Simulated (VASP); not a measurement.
# BN (P1) in VASP: further runs, part 2 of 2

VASP 6.6.1.

## Step 3: Single point, PBE0

This run uses another cell than the first one, of 7.75 Å³/atom.

POSCAR

```
BN
1.0
    2.4568420491      0.0000000000      0.0000000000
   -1.2212605467      2.1318056974      0.0000000000
   -0.6177907512     -1.0659028487      2.9608381970
N B
1 1
Direct
    0.6685060000      0.3323850000      0.9849990000
    0.9796430000      0.9834990000      0.0018060000
```

INCAR.step1

```
SYSTEM = BN
  PREC = Accurate
  ENCUT = 520
  EDIFF = 1E-5
  ISMEAR = -1
  SIGMA = 0.05
  LREAL = .False.
  LASPH = .True.
  NELM = 80
  ALGO = Normal
  ISIF = 2
  LWAVE = .True.
  LCHARG = .False.
  NBANDS = 11
  GGA = PE
```

INCAR.step2

```
SYSTEM = BN
  PREC = Accurate
  ENCUT = 520
  EDIFF = 1E-6
  ISMEAR = -1
  SIGMA = 0.05
  LREAL = .False.
  LASPH = .True.
  NELM = 80
  ALGO = Normal
  ISIF = 2
  LWAVE = .False.
  LCHARG = .False.
  GGA = PE
  LHFCALC = .True.
  AEXX = 0.25
  PRECFOCK = Normal
  NBANDS = 11
  ISTART = 1
```

KPOINTS

```
Automatic mesh
0
Gamma
  6 6 4
  0 0 0
```

Potentials or basis: VASP PAW PBE potentials, release 64 (N, B).

Command:

```sh
> cat potpaw_PBE.64/N/POTCAR potpaw_PBE.64/B/POTCAR > POTCAR
> cp INCAR.step1 INCAR
> mpirun -np 1 vasp_std > vasp.out
> cp INCAR.step2 INCAR
> mpirun -np 1 vasp_std > vasp.out
```

OUTCAR:

```text
SYSTEM = BN
   PREC = Accurate
   ENCUT = 520
   EDIFF = 1E-6
   ISMEAR = -1
   LREAL = .False.
   LASPH = .True.
   NELM = 80
   ISIF = 2
   GGA = PE
   LHFCALC = .True.
   AEXX = 0.25
   PRECFOCK = Normal
   ISTART = 1

 ion  position               nearest neighbor table
   1  0.669  0.332  0.985-   2 1.37   2 1.41   2 1.49
   2  0.980  0.983  0.002-   1 1.37   1 1.41   1 1.49

  LATTYP: Found a face centered orthorhombic cell.
 ALAT       =     2.4639921227
 B/A-ratio  =     1.7253460765
 C/A-ratio  =     2.4032854405

  Lattice vectors:

 A1 = (  -1.8390512979,   1.0659028487,   2.9608381970)
 A2 = (   0.6177907512,   1.0659028487,   2.9608381970)
 A3 = (  -1.2212605467,   2.1318056974,   0.0000000000)

Analysis of symmetry for initial positions (statically):
=====================================================================
 Subroutine PRICEL returns:
 Original cell was already a primitive cell.

 Routine SETGRP: Setting up the symmetry group for a
 face centered orthorhombic supercell.

 Subroutine GETGRP returns: Found  1 space group operations
 (whereof  1 operations were pure point group operations)
 out of a pool of  8 trial point group operations.

The static configuration has the point symmetry C_1 .

Analysis of symmetry for dynamics (positions and initial velocities):
=====================================================================
 Subroutine PRICEL returns:
 Original cell was already a primitive cell.

 Routine SETGRP: Setting up the symmetry group for a
 face centered orthorhombic supercell.

 Subroutine GETGRP returns: Found  1 space group operations
 (whereof  1 operations were pure point group operations)
 out of a pool of  8 trial point group operations.

The dynamic configuration has the point symmetry C_1 .

 Subroutine INISYM returns: Found  1 space group operations
 (whereof  1 operations are pure point group operations),
 and found     1 'primitive' translations

[... 146 lines left out ...]
   NKREDY  =     1    reduce k-point grid by
   NKREDZ  =     1    reduce k-point grid by
   AEXX    =    0.2500 exact exchange contribution
   HFSCREEN=    0.0000 screening length (either q_TF or 0.3 A-1)
   HFSCREENC=   0.0000 screening length for correlation (either q_TF or 0.3 A-1)
   ENCUTFOCK=  -1.0 apply spherical cutoff to Coloumb kernel
   IVDW    =     0    specifies the selected vdW correction
   LEPSILON=     F    determine dielectric tensor
   LRPA    =     F    only Hartree local field effects (RPA)
 non-spin polarized calculation
  energy-cutoff  :      520.00
  volume of cell :       15.51
 maximum number of plane-waves:       432
  NGX = 14; NGY = 14; NGZ = 18

 number of electron       7.9999999 magnetization

 Free energy of the ion-electron system (eV)
  ---------------------------------------------------
  ext. energy  EPLUGINS =         0.00000000
  ---------------------------------------------------
  free energy    TOTEN  =       -21.12745978 eV

  energy without entropy =      -21.12745978  energy(sigma->0) =      -21.12745978

 E-fermi :   3.6841     XC(G=0):  -8.6344

 val. band max:        2.5805059522   @ k =   0.5000   0.5000  -0.0000
 cond. band min:       7.4722646725   @ k =   0.5000   0.5000   0.5000
 fundamental gap:      4.8917587203
 Fermi energy:         3.6841306639

 k-point     1 :       0.0000    0.0000    0.0000
  band No.  band energies     occupation
      1     -17.8872      2.00000
      2      -1.6793      2.00000
      3      -0.0867      2.00000
      4       1.7461      2.00000
      5      10.3819      0.00000
      6      15.9031      0.00000
      7      18.0936      0.00000
      8      19.4508      0.00000
      9      21.3469      0.00000
     10      31.7161      0.00000
     11      33.2982      0.00000
[... 309 lines left out ...]
 k-point    24 :       0.5000   -0.0000    0.2500
  band No.  band energies     occupation
      1     -13.9419      2.00000
      2      -7.6116      2.00000
      3      -2.8403      2.00000
      4       0.7054      2.00000
      5      10.4055      0.00000
      6      14.8430      0.00000
      7      18.8764      0.00000
      8      22.4653      0.00000
      9      28.2580      0.00000
     10      28.5852      0.00000
     11      29.9432      0.00000

 [... further k-points ...]
[... 5 lines left out ...]
  --------------------------------------------------------------------------------------
  -------------------------------------------------------------------------------------
  Total        1.3802662      3.0604712      0.9040568     -0.7085758      0.1353489      0.0675033
  in kB      142.6047188    316.1981656     93.4042788    -73.2077984     13.9838163      6.9742307
  external PRESSURE =     184.0690544 kB  Pullay stress =       0.0000000 kB

 VOLUME and BASIS-vectors are now :
 -----------------------------------------------------------------------------
  energy-cutoff  :      520.00
  volume of cell :       15.51
      direct lattice vectors                 reciprocal lattice vectors
     2.456842049  0.000000000  0.000000000     0.407026573  0.233175798  0.168871099
    -1.221260547  2.131805697  0.000000000     0.000000000  0.469085903  0.168871099
    -0.617790751 -1.065902849  2.960838197     0.000000000  0.000000000  0.337742198

 POSITION                                       TOTAL-FORCE (eV/Angst)
 -----------------------------------------------------------------------------------
      0.62796     -0.34133      2.91642        -1.975656     -2.461632      0.597450
      1.20460      2.09470      0.00535         1.975656      2.461632     -0.597450
 -----------------------------------------------------------------------------------
    total drift:                                0.000043     -0.000089     -0.000004

  FREE ENERGIE OF THE ION-ELECTRON SYSTEM (eV)
  ---------------------------------------------------
  free  energy   TOTEN  =       -21.1274597825 eV

  energy  without entropy=      -21.1274597825  energy(sigma->0) =      -21.12745978
```

OUTCAR.step1:

```text
SYSTEM = BN
   PREC = Accurate
   ENCUT = 520
   EDIFF = 1E-5
   ISMEAR = -1
   LREAL = .False.
[... 581 lines left out ...]
      0.62796     -0.34133      2.91642        -1.915588     -2.402191      0.545774
      1.20460      2.09470      0.00535         1.915588      2.402191     -0.545774
 -----------------------------------------------------------------------------------
    total drift:                               -0.000126     -0.000213     -0.000206

  FREE ENERGIE OF THE ION-ELECTRON SYSTEM (eV)
  ---------------------------------------------------
  free  energy   TOTEN  =       -17.3181808420 eV

  energy  without entropy=      -17.3181808419  energy(sigma->0) =      -17.31818084
```

Run time: 12 min. Hardware: 1 thread of Intel Xeon Platinum 8259CL at 2.50GHz (Skylake/Cascade Lake), shared host; peak memory 0.13 GiB.

What came out:

| Property | Result |
| --- | --- |
| Free energy | -21.1275 eV |
| Pressure | 18.4 GPa |
| Largest force | 3.212 eV/Å |
| Band gap on the k mesh | 4.89 eV (least direct gap 6.83 eV) |

Forces on the atoms (eV/Å):
```
N   -1.976 -2.462  0.597
B    1.976  2.462 -0.597
```

Caveat: the k points lie up to 0.53 Å⁻¹ apart; the PAW data sets were made with another functional, which shifts forces and pressure a little. A k mesh can miss the band edges.
